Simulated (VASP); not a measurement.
# MgO (P6_3mc) in VASP: a series of runs

The runs below take MgO through single point, with PBE.

Program: VASP 6.6.1. These are calculated values, not measurements. Logs are shortened: lines on timing, memory, paths and dates and some standing lists are left out, and cuts for length are marked.

## Step 1: The cell of the first run

Symmetry: P6_3mc, No. 186, hexagonal system. Conventional cell: a = 3.315 Å, b = 3.315 Å, c = 5.122 Å, α = 90.00°, β = 90.00°, γ = 120.00°. Within 2.6 Å of Mg (site symmetry 3m) lie 4 O at 1.96 to 2.16 Å. O (site symmetry 3m) has 4 Mg at 1.96 to 2.16 Å within 2.6 Å.

## Step 2: Single point, PBE (c/a of the conventional cell at fixed volume 1.5448)

File INCAR:

```
SYSTEM = MgO
ALGO     = Normal         ! electronic algorithm
EDIFF    = 1E-6           ! SCF threshold, eV
ENCUT    = 520            ! plane-wave cutoff, eV
GGA      = PE             ! functional
ISIF     = 2              ! what is computed and relaxed
ISMEAR   = 0              ! smearing method
LASPH    = .True.         ! aspherical terms in the spheres
LCHARG   = .False.        ! write CHGCAR
LREAL    = .False.        ! projectors in reciprocal space
LWAVE    = .False.        ! write WAVECAR
NBANDS   = 16             ! bands
NELM     = 80             ! most SCF steps
PREC     = Accurate       ! precision mode
SIGMA    = 0.05           ! smearing width, eV
```

File KPOINTS:

```
k-points
0
Gamma
  9 9 6
  0 0 0
```

File POSCAR:

```
MgO
1.0
    3.3152853999      0.0000000000      0.0000000000
   -1.6576427000      2.8711213771      0.0000000000
    0.0000000000      0.0000000000      5.1215474299
Mg O
2 2
Direct
    0.3333333333      0.6666666667     -0.0229692219
    0.6666666667      0.3333333333      0.4770307781
    0.3333333333      0.6666666667      0.3982811987
    0.6666666667      0.3333333333      0.8982811987
```

Potentials or basis: VASP PAW PBE potentials, release 64 (Mg, O).

Launch:

```bash
$ cat potpaw_PBE.64/Mg/POTCAR potpaw_PBE.64/O/POTCAR > POTCAR
$ mpirun -np 1 vasp_std > vasp.out
```

OUTCAR:

```text
SYSTEM = MgO
   EDIFF = 1E-6
   ENCUT = 520
   GGA = PE
   ISIF = 2
   ISMEAR = 0
   LASPH = .True.
   LREAL = .False.
   NELM = 80
   PREC = Accurate

 ion  position               nearest neighbor table
   1  0.333  0.667  0.977-   4 1.96   4 1.96   4 1.96   3 2.16   2 3.20   2 3.20   2 3.20   2 3.20
                             2 3.20   2 3.20
   2  0.667  0.333  0.477-   3 1.96   3 1.96   3 1.96   4 2.16   1 3.20   1 3.20   1 3.20   1 3.20
                             1 3.20   1 3.20
   3  0.333  0.667  0.398-   2 1.96   2 1.96   2 1.96   1 2.16
   4  0.667  0.333  0.898-   1 1.96   1 1.96   1 1.96   2 2.16

  LATTYP: Found a hexagonal cell.
 ALAT       =     3.3152853999
 C/A-ratio  =     1.5448285176

  Lattice vectors:

 A1 = (   3.3152853999,   0.0000000000,   0.0000000000)
 A2 = (  -1.6576427000,   2.8711213771,   0.0000000000)
 A3 = (   0.0000000000,   0.0000000000,   5.1215474299)

Analysis of symmetry for initial positions (statically):
=====================================================================
 Subroutine PRICEL returns:
 Original cell was already a primitive cell.

 Routine SETGRP: Setting up the symmetry group for a
 hexagonal supercell.

 Subroutine GETGRP returns: Found 12 space group operations
 (whereof  6 operations were pure point group operations)
 out of a pool of 24 trial point group operations.

The static configuration has the point symmetry C_3v.
 The point group associated with its full space group is C_6v.

Analysis of symmetry for dynamics (positions and initial velocities):
=====================================================================
 Subroutine PRICEL returns:
 Original cell was already a primitive cell.

 Routine SETGRP: Setting up the symmetry group for a
 hexagonal supercell.

 Subroutine GETGRP returns: Found 12 space group operations
 (whereof  6 operations were pure point group operations)
 out of a pool of 24 trial point group operations.

The dynamic configuration has the point symmetry C_3v.
 The point group associated with its full space group is C_6v.

 Subroutine INISYM returns: Found 12 space group operations
 (whereof  6 operations are pure point group operations),
 and found     1 'primitive' translations

----------------------------------------------------------------------------------------

                                     Primitive cell

  volume of cell :      48.7499

  direct lattice vectors                    reciprocal lattice vectors
     3.315285400  0.000000000  0.000000000     0.301633157  0.174147984  0.000000000
[... 96 lines left out ...]
   ISIF   =      2    stress and relaxation
   ISYM   =      2    0-nonsym 1-usesym 2-fastsym
   POTIM  = 0.5000    time-step for ionic-motion
   TEBEG  =    0.0;   TEEND  =   0.0 temperature during run
   PSTRESS=    0.0 pullay stress
   NELECT =      16.0000    total number of electrons
   NUPDOWN=      -1.0000    fix difference up-down
   EMIN   =  10.00;   EMAX   =-10.00  energy-range for DOS
   EFERMI =   0.00;   METHOD = LEGACY
   ISMEAR =     0;   SIGMA  =   0.05  broadening in eV -4-tet -1-fermi 0-gaus
   EFERMI_NEDOS =   21; number of points for ismear=-14 and -15
   IALGO  =     38    algorithm
   IMIX   =      4    mixing-type and parameters
     AMIX     =   0.40;   BMIX     =  1.00
     AMIX_MAG =   1.60;   BMIX_MAG =  1.00
  volume/ion in A,a.u.               =      12.19        82.25
  Fermi-wavevector in a.u.,A,eV,Ry     =   1.129250  2.133974 17.350238  1.275207
  Thomas-Fermi vector in A             =   2.265943
   LORBIT       =      0    0 simple, 1 ext, 2 COOP (PROOUT), +10 PAW based schemes
   GGA     = PE    functional components
   LHFCALC =     F    Hartree Fock is set to
   AEXX    =    0.0000 exact exchange contribution
   IVDW    =     0    specifies the selected vdW correction
   LEPSILON=     F    determine dielectric tensor
   LRPA    =     F    only Hartree local field effects (RPA)
 non-spin polarized calculation
 Gauss-broadening in eV      SIGMA  =   0.05
  energy-cutoff  :      520.00
  volume of cell :       48.75
 maximum number of plane-waves:      1339
 NGX is ok and might be reduce to    28

 number of electron      16.0000002 magnetization

 Free energy of the ion-electron system (eV)
  ---------------------------------------------------
  ext. energy  EPLUGINS =         0.00000000
  ---------------------------------------------------
  free energy    TOTEN  =       -23.42711661 eV

  energy without entropy =      -23.42711661  energy(sigma->0) =      -23.42711661

 E-fermi :   1.3587     XC(G=0):  -9.6078

 val. band max:        1.0921544847   @ k =   0.0000   0.0000   0.0000
 cond. band min:       4.2600889138   @ k =   0.0000   0.0000   0.0000
 fundamental gap:      3.1679344291
 Fermi energy:         1.3586889972

 k-point     1 :       0.0000    0.0000    0.0000
  band No.  band energies     occupation
      1     -15.1898      2.00000
      2     -14.4732      2.00000
      3      -2.2137      2.00000
      4       0.1900      2.00000
      5       0.1900      2.00000
      6       0.5025      2.00000
[... 433 lines left out ...]
      3      -1.6427      2.00000
      4      -1.1625      2.00000
      5      -1.1625      2.00000
      6      -0.4678      2.00000
[... 8 lines left out ...]
     15      14.0226      0.00000
     16      18.0947      0.00000

 [... further k-points ...]

------------------------ aborting loop because EDIFF is reached ----------------------------------------

  FORCE on cell =-STRESS in cart. coord.  units (eV):
  Direction    XX          YY          ZZ          XY          YZ          ZX
  --------------------------------------------------------------------------------------
  -------------------------------------------------------------------------------------
  Total        1.0473734      1.0473734     -2.1313134     -0.0000000      0.0000000      0.0000000
  in kB       34.4221877     34.4221877    -70.0461444     -0.0000000      0.0000000      0.0000000
  external PRESSURE =      -0.4005897 kB  Pullay stress =       0.0000000 kB

 VOLUME and BASIS-vectors are now :
 -----------------------------------------------------------------------------
  energy-cutoff  :      520.00
  volume of cell :       48.75
      direct lattice vectors                 reciprocal lattice vectors
     3.315285400  0.000000000  0.000000000     0.301633157  0.174147984  0.000000000
    -1.657642700  2.871121377  0.000000000     0.000000000  0.348295968  0.000000000
     0.000000000  0.000000000  5.121547430     0.000000000  0.000000000  0.195253488

 POSITION                                       TOTAL-FORCE (eV/Angst)
 -----------------------------------------------------------------------------------
     -0.00000      1.91408      5.00391        -0.000000     -0.000000      0.592816
      1.65764      0.95704      2.44314        -0.000000      0.000000      0.592816
     -0.00000      1.91408      2.03982        -0.000000      0.000000     -0.592816
      1.65764      0.95704      4.60059         0.000000     -0.000000     -0.592816
 -----------------------------------------------------------------------------------
    total drift:                               -0.000000     -0.000000     -0.001124

  FREE ENERGIE OF THE ION-ELECTRON SYSTEM (eV)
  ---------------------------------------------------
  free  energy   TOTEN  =       -23.4271166072 eV

  energy  without entropy=      -23.4271166072  energy(sigma->0) =      -23.42711661
```

OSZICAR:

```text
N       E                     dE             d eps       ncg     rms          rms(c)
DAV:   1     0.598642921382E+02    0.59864E+02   -0.74114E+03  1536   0.874E+02
DAV:   2    -0.236612305210E+02   -0.83526E+02   -0.76797E+02  2088   0.194E+02
DAV:   3    -0.276862125848E+02   -0.40250E+01   -0.40159E+01  1784   0.444E+01
DAV:   4    -0.277023977742E+02   -0.16185E-01   -0.16185E-01  1840   0.333E+00
DAV:   5    -0.277024795121E+02   -0.81738E-04   -0.81738E-04  1824   0.226E-01    0.117E+01
DAV:   6    -0.234904117863E+02    0.42121E+01   -0.12497E+01  1536   0.263E+01    0.399E+00
DAV:   7    -0.234344105897E+02    0.56001E-01   -0.18612E-01  1536   0.345E+00    0.221E+00
DAV:   8    -0.234287106631E+02    0.56999E-02   -0.10160E-01  1592   0.345E+00    0.508E-01
DAV:   9    -0.234262228833E+02    0.24878E-02   -0.35329E-03  1904   0.544E-01    0.158E-01
DAV:  10    -0.234270913132E+02   -0.86843E-03   -0.12702E-03  1568   0.228E-01    0.229E-02
DAV:  11    -0.234271128817E+02   -0.21569E-04   -0.16867E-05  1808   0.273E-02    0.152E-02
DAV:  12    -0.234271167018E+02   -0.38200E-05   -0.65324E-06  1568   0.191E-02    0.426E-03
DAV:  13    -0.234271166072E+02    0.94618E-07   -0.43156E-07  1224   0.618E-03
   1 F= -.23427117E+02 E0= -.23427117E+02  d E =-.264749E-16
```

stdout:

```text
POSCAR found type information on POSCAR MgO
 POSCAR found :  2 types and       4 ions
 scaLAPACK will be used
 LDA part: xc-table for (Slater+PW92), standard interpolation
 POSCAR, INCAR and KPOINTS ok, starting setup
 FFT: planning ... GRIDC
 FFT: planning ... GRID_SOFT
 FFT: planning ... GRID
 WAVECAR not read
 entering main loop
```

Run time: 19 s. Hardware: 1 thread of Intel Xeon 6975P-C (Granite Rapids), shared host; peak memory 0.19 GiB.

What came out:

```
Free energy            : -23.4271 eV
Pressure               : 0.0 GPa
Largest force          : 0.593 eV/Å
Band gap on the k mesh : 3.17 eV, direct
```

Forces on the atoms (eV/Å):
```
Mg   0.000  0.000  0.593
Mg   0.000  0.000  0.593
O    0.000  0.000 -0.593
O    0.000  0.000 -0.593
```

Stress tensor (GPa, compression positive):
```
 3.44  0.00  0.00
 0.00  3.44  0.00
 0.00  0.00 -7.00
```

## Step 3: Single point, PBE (c/a of the conventional cell at fixed volume 1.6478)

File INCAR:

```
  PREC = Accurate
  ENCUT = 520
  EDIFF = 1E-7
  ISMEAR = 0
  SIGMA = 0.05
  LREAL = False
  LASPH = True
  NELM = 80
  ALGO = Normal
  ISIF = 2
  LWAVE = False
  LCHARG = False
  GGA = PE
  NBANDS = 16
```

File KPOINTS:

```
regular mesh
0
Gamma
  9 9 6
```

File POSCAR:

```
MgO
1.0
    3.2447370978      0.0000000000      0.0000000000
   -1.6223685489      2.8100247553      0.0000000000
    0.0000000000      0.0000000000      5.3466777897
Mg O
2 2
Direct
    0.3333333333      0.6666666667     -0.0132065475
    0.6666666667      0.3333333333      0.4867934525
    0.3333333333      0.6666666667      0.3982811987
    0.6666666667      0.3333333333      0.8982811987
```

Potentials or basis: VASP PAW PBE potentials, release 64 (Mg, O).

Launch:

```bash
$ cat potpaw_PBE.64/Mg/POTCAR potpaw_PBE.64/O/POTCAR > POTCAR
$ mpirun -np 1 vasp_std > vasp.out
```

Wall time 13 s (1 thread of Intel Xeon 6975P-C (Granite Rapids), shared host); peak memory 0.17 GiB.

It converged, with:

| Quantity | Value |
| --- | --- |
| Free energy | -23.3202 eV |
| Pressure | 2.4 GPa |
| Largest force | 0.793 eV/Å |
| Band gap on the k mesh | 3.35 eV, direct |

Forces on the atoms (eV/Å):
```
Mg   0.000  0.000  0.793
Mg   0.000  0.000  0.793
O    0.000  0.000 -0.793
O    0.000  0.000 -0.793
```

Stress tensor (GPa, compression positive):
```
 8.09  0.00  0.00
 0.00  8.09  0.00
 0.00  0.00 -8.94
```

Levels at points of the mesh, in eV from the valence-band top:
```csv
k point,band 4,band 5,band 6,band 7,band 8,band 9,band 10,band 11,band 12,band 13
"(0.00, 0.00, 0.00)",-0.59,-0.59,-0.36,-0.36,0.00,3.35,8.60,9.62,14.81,14.81
"(0.00, 0.00, 0.50)",-1.97,-0.48,-0.48,-0.48,-0.48,5.83,5.83,12.46,12.46,15.25
```

 A k mesh can miss the band edges.

## Step 4: Single point, PBE (c/a of the conventional cell at fixed volume 1.6478)

File INCAR:

```
PREC = Accurate ; ENCUT = 520
EDIFF = 1E-6 ; ISMEAR = 0
SIGMA = 0.05 ; LREAL = F
LASPH = T ; NELM = 60
ALGO = Normal ; ISIF = 2
LWAVE = F ; LCHARG = F
GGA = PE ; NBANDS = 16
```

KPOINTS is that of step 3.

Changes to POSCAR since step 3:

```diff
@@ -8,4 +8,4 @@
 Direct
-    0.3333333333      0.6666666667     -0.0132065475
-    0.6666666667      0.3333333333      0.4867934525
+    0.3333333333      0.6666666667      0.0258441501
+    0.6666666667      0.3333333333      0.5258441501
     0.3333333333      0.6666666667      0.3982811987
```

Launch:

```bash
$ cat potpaw_PBE.64/Mg/POTCAR potpaw_PBE.64/O/POTCAR > POTCAR
$ mpirun -np 1 vasp_std > vasp.out
```

Wall time 11 s (1 thread of Intel Xeon 6975P-C (Granite Rapids), shared host); peak memory 0.17 GiB.

Results (log left out):

| Item | Value |
| --- | --- |
| Free energy | -23.4949 eV |
| Pressure | 0.1 GPa |
| Largest force | 0.180 eV/Å |
| Band gap on the k mesh | 3.56 eV, direct |

Forces in eV/Å, atoms in the order of the input:
```
Mg   0.000  0.000 -0.180
Mg   0.000  0.000 -0.180
O    0.000  0.000  0.180
O    0.000  0.000  0.180
```

Stress tensor (GPa, compression positive):
```
 1.50  0.00  0.00
 0.00  1.50  0.00
 0.00  0.00 -2.81
```

Levels at points of the mesh, in eV from the valence-band top:
```csv
k point,band 6,band 7,band 8,band 9,band 10,band 11
"(0.00, 0.00, 0.00)",-0.07,0.00,0.00,3.56,8.52,9.73
"(0.00, 0.00, 0.50)",-0.10,-0.10,-0.10,5.90,5.90,12.62
```

 A k mesh can miss the band edges.

## Step 5: Single point, PBE (c/a of the conventional cell at fixed volume 1.4418)

File INCAR:

```
PREC = Accurate
ENCUT = 520
EDIFF = 1E-7
ISMEAR = 0
SIGMA = 0.05
LREAL = F
LASPH = T
NELM = 80
ALGO = Normal
ISIF = 2
LWAVE = F
LCHARG = F
GGA = PE
NBANDS = 16
```

KPOINTS is that of step 4.

File POSCAR:

```
MgO
1.0
    3.3924438902      0.0000000000      0.0000000000
   -1.6962219451      2.9379425898      0.0000000000
    0.0000000000      0.0000000000      4.8912256008
Mg O
2 2
Direct
    0.3333333333      0.6666666667      0.0258441501
    0.6666666667      0.3333333333      0.5258441501
    0.3333333333      0.6666666667      0.3982811987
    0.6666666667      0.3333333333      0.8982811987
```

Launch:

```bash
$ cat potpaw_PBE.64/Mg/POTCAR potpaw_PBE.64/O/POTCAR > POTCAR
$ mpirun -np 1 vasp_std > vasp.out
```

It took 17 s on 1 thread of Intel Xeon 6975P-C (Granite Rapids), shared host; peak memory 0.18 GiB.

Results (log left out):

* Free energy: -23.1738 eV
* Pressure: 3.1 GPa
* Largest force: 2.109 eV/Å
* Band gap on the k mesh: 3.40 eV, direct

Forces in eV/Å, atoms in the order of the input:
```
Mg   0.000  0.000 -2.109
Mg   0.000  0.000 -2.109
O    0.000  0.000  2.109
O    0.000  0.000  2.109
```

Stress tensor (GPa, compression positive):
```
-6.74  0.00  0.00
 0.00 -6.74  0.00
 0.00  0.00 22.70
```

Levels at points of the mesh, in eV from the valence-band top:
| k point | band 5 | band 6 | band 7 | band 8 | band 9 | band 10 | band 11 | band 12 |
| --- | --- | --- | --- | --- | --- | --- | --- | --- |
| (0.00, 0.00, 0.00) | -0.65 | -0.27 | -0.27 | 0.00 | 3.40 | 8.13 | 10.39 | 13.54 |
| (0.00, 0.00, 0.50) | -0.47 | -0.47 | -0.47 | -0.47 | 5.79 | 5.79 | 13.40 | 13.40 |

Caveat: forces of over 1 eV/Å act on the atoms, so gaps and moduli don't describe the material at rest.

## Step 6: Single point, PBE (c/a of the conventional cell at fixed volume 1.4418)

File INCAR:

```
SYSTEM = MgO
PREC = Accurate
ENCUT = 520
EDIFF = 1E-7
ISMEAR = 0
SIGMA = 0.05
LREAL = .FALSE.
LASPH = .TRUE.
NELM = 60
ALGO = Normal
ISIF = 2
LWAVE = .FALSE.
LCHARG = .TRUE.
GGA = PE
LELF = .TRUE.
LVHAR = .TRUE.
NBANDS = 16
```

File KPOINTS:

```
Automatic mesh
0
G
  9 9 6
  0 0 0
```

Changes to POSCAR since step 5:

```diff
@@ -8,4 +8,4 @@
 Direct
-    0.3333333333      0.6666666667      0.0258441501
-    0.6666666667      0.3333333333      0.5258441501
+    0.3333333333      0.6666666667      0.0063188013
+    0.6666666667      0.3333333333      0.5063188013
     0.3333333333      0.6666666667      0.3982811987
```

Potentials or basis: VASP PAW PBE potentials, release 64 (Mg, O).

Launch:

```bash
$ cat potpaw_PBE.64/Mg/POTCAR potpaw_PBE.64/O/POTCAR > POTCAR
$ mpirun -np 1 vasp_std > vasp.out
```

Wall time 18 s (1 thread of Intel Xeon 6975P-C (Granite Rapids), shared host); peak memory 0.18 GiB.

Results (log left out):

- Free energy: -23.4399 eV
- Pressure: -0.2 GPa
- Largest force: 0.794 eV/Å
- Band gap on the k mesh: 3.29 eV, direct

Forces on the atoms (eV/Å):
```
Mg   0.000  0.000 -0.794
Mg   0.000  0.000 -0.794
O    0.000  0.000  0.794
O    0.000  0.000  0.794
```

Stress tensor (GPa, compression positive):
```
-4.85  0.00  0.00
 0.00 -4.85  0.00
 0.00  0.00  8.96
```

Levels at points of the mesh, in eV from the valence-band top:
```tsv
k point	band 4	band 5	band 6	band 7	band 8	band 9	band 10	band 11	band 12	band 13
(0.00, 0.00, 0.00)	-0.82	-0.82	-0.42	-0.42	0.00	3.29	8.17	10.35	13.45	13.45
(0.00, 0.00, 0.50)	-1.95	-0.63	-0.63	-0.63	-0.63	5.77	5.77	13.27	13.27	13.93
```

## Step 7: Overview

| cell | gap on the mesh (eV) | pressure (GPa) | largest force (eV/Å) |
| --- | --- | --- | --- |
| a = 3.315, b = 3.315, c = 5.122 Å, angles 90.0, 90.0, 120.0°, 4 atoms | 3.17 | 0.0 | 0.59 |
| a = 3.245, b = 3.245, c = 5.347 Å, angles 90.0, 90.0, 120.0°, 4 atoms | 3.56 | 0.1 | 0.18 |
| a = 3.392, b = 3.392, c = 4.891 Å, angles 90.0, 90.0, 120.0°, 4 atoms | 3.29 | -0.2 | 0.79 |

Some of these runs hold the atoms at other places in the same cell, which the table doesn't show; runs alike in all that it shows share one row.

Alike in all rows: task single point; level PBE; potentials or basis VASP PAW PBE potentials, release 64 (Mg, O); no spin polarisation; k mesh 9 × 9 × 6; cutoff (eV) 520; smearing gaussian 0.05 eV.

Absolute energies hang on the potentials; compare differences alone.
